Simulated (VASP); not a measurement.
Write the native input for VASP 6.6.1 that does the following.

```
Task                   : single point
Functional             : PBE
Potentials or basis    : VASP PAW PBE potentials, release 64 (Zr_sv, F)
Cutoff                 : 520 eV
k mesh                 : 4 × 4 × 4
Occupations            : gaussian, width 0.1 eV
Spin                   : no spin polarisation
Dipole correction      : no
Further INCAR settings : ALGO = Normal; EDIFF = 1e-07; NBANDS = 36
```

The structure of Zr4F lies in POSCAR:

```
Zr4F
1.0
   -2.6668855400      2.6668855400      2.6668855400
    2.6668855400     -2.6668855400      2.6668855400
    2.6668855400      2.6668855400     -2.6668855400
Zr F
4 1
Direct
    0.0000000000      0.0000000000      0.5000000000
    0.5000000000      0.0000000000      0.0000000000
    0.5000000000      0.5000000000      0.5000000000
    0.0000000000      0.5000000000      0.0000000000
    0.0000000000      0.0000000000      0.0000000000
```

The input as run:

INCAR

```
SYSTEM = Zr4F
  ALGO = Normal
  EDIFF = 1E-7
  ENCUT = 520
  GGA = PE
  ISIF = 2
  ISMEAR = 0
  LASPH = .TRUE.
  LCHARG = .FALSE.
  LREAL = .FALSE.
  LWAVE = .FALSE.
  NBANDS = 36
  NELM = 60
  PREC = Accurate
  SIGMA = 0.1
```

KPOINTS

```
k-points
0
G
  4 4 4
  0 0 0
```

Potentials or basis: VASP PAW PBE potentials, release 64 (Zr_sv, F).

Command:

```sh
$ cat potpaw_PBE.64/Zr_sv/POTCAR potpaw_PBE.64/F/POTCAR > POTCAR
$ mpirun -np 1 vasp_std > vasp.out
```

Results of the run:

The pressure is 47.2 GPa.

Caveat: the k points lie up to 0.42 Å⁻¹ apart; an odd number of electrons without spin polarisation forces a metal; a magnetic or distorted state may lie lower.

It took 14 s on 1 thread of Intel(R) Xeon(R) 6975P-C (Granite Rapids), on a shared host, peak memory 0.2 GiB.
